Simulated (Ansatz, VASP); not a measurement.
## Two plane-wave programs on Be3Te4

```
CELL_PARAMETERS angstrom
5.55487 0.00000 0.00000
0.00000 5.55487 0.00000
0.00000 0.00000 5.55487
ATOMIC_POSITIONS crystal
Be 0.50000 0.00000 0.50000
Be 0.00000 0.50000 0.50000
Be 0.50000 0.50000 0.00000
Te 0.75405 0.24595 0.75405
Te 0.75405 0.75405 0.24595
Te 0.24595 0.75405 0.75405
Te 0.24595 0.24595 0.24595
```

Change from the starting cell: built by hand: pseudocubic Si3N4 (ordered-vacancy zincblende) (P-43m, No. 215).

Alike in both runs: functional PBE; k mesh 3 × 3 × 3; occupations gaussian, width 0.2 eV; no spin polarisation.

Ansatz relaxed the structure, and its values are those at the end. VASP's run is a single point on that final structure, the one shown.

|  | VASP | Ansatz |
| --- | --- | --- |
| version | VASP 6.6.1 | Ansatz 0.2.0 |
| potentials or method | VASP PAW PBE potentials, release 64 (Be, Te), cutoff 520 eV | scalar-relativistic, plane waves, PAW |
| valence electrons in the cell | 30 | 70 |

Ansatz gave:

| Property | Result |
| --- | --- |
| gap on the k mesh at the Fermi level (eV) | none |
| pressure (GPa) | 0.3 |
| rms of the force components (eV/Å) | 0.002 |

Q: Estimate VASP's values.

A: gap on the k mesh at the Fermi level (eV): none; pressure (GPa): 0.4; rms of the force components (eV/Å): 0.009.

A gap of «none» marks a metal or a gap that the smearing closes. VASP's potentials hold 30 valence electrons a cell and Ansatz's 70, so a difference there can come from the potentials and not from the codes.

The k mesh is coarse, so the values compare programs but aren't converged. Spin-orbit coupling is off throughout.
